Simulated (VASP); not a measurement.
Crystal: Be3ReH.

```
Be Re H
1.0
     2.85769    0.00000    0.00000
     0.00000    2.85769    0.00000
     0.00000    0.00000    5.53032
Be Re H
3 1 1
Direct
  0.00000 0.00000 0.50000
  0.50000 0.50000 0.64270
  0.50000 0.50000 0.35730
  0.50000 0.50000 0.00000
  0.00000 0.00000 0.00000
```

| Quantity | Value |
| --- | --- |
| Program | VASP 6.6.1 |
| Task | relaxation of cell and atoms |
| Functional | PBE |
| Potentials or basis | VASP PAW PBE potentials, release 64 (Be, Re, H) |
| Cutoff | 600 eV |
| k mesh | 6 × 6 × 4 |
| Occupations | gaussian, width 0.1 eV |
| Spin | no spin polarisation |

At the start: pressure 22.0 GPa; volume 9.03 Å³/atom.

How do energy, volume and symmetry change on relaxing?

Over 13 steps the energy falls by 619.0 meV/atom and the volume is 10.08 Å³/atom (+11.6 %); space group P4/mmm (No. 123, to 0.05 Å).

Step by step:
```csv
step,energy change (eV),largest force (eV/Å),pressure (GPa),volume (Å³)
1,0.0000,3.0298,22.02,45.16
2,-2.6604,0.6165,-7.87,52.74
3,-2.7079,0.5944,-9.08,53.49
4,-2.7526,0.5714,-11.05,54.95
5,-3.0681,0.2642,3.40,49.47
6,-3.0760,0.3202,1.04,50.13
7,-3.0759,0.3109,1.39,50.04
8,-3.0863,0.1873,0.41,50.43
9,-3.0880,0.1114,-0.16,50.68
10,-3.0921,0.0734,-0.40,50.68
11,-3.0945,0.0042,-0.72,50.68
12,-3.0949,0.0158,0.56,50.19
13,-3.0952,0.0106,0.07,50.38
```

Final structure:
```
CELL_PARAMETERS angstrom
2.61722 0.00000 0.00000
0.00000 2.61722 0.00000
0.00000 0.00000 7.35483
ATOMIC_POSITIONS crystal
Be 0.00000 0.00000 0.50000
Be 0.50000 0.50000 0.66683
Be 0.50000 0.50000 0.33317
Re 0.50000 0.50000 0.00000
H 0.00000 0.00000 0.00000
```

Caveat: the k points lie up to 0.40 Å⁻¹ apart in the final cell.
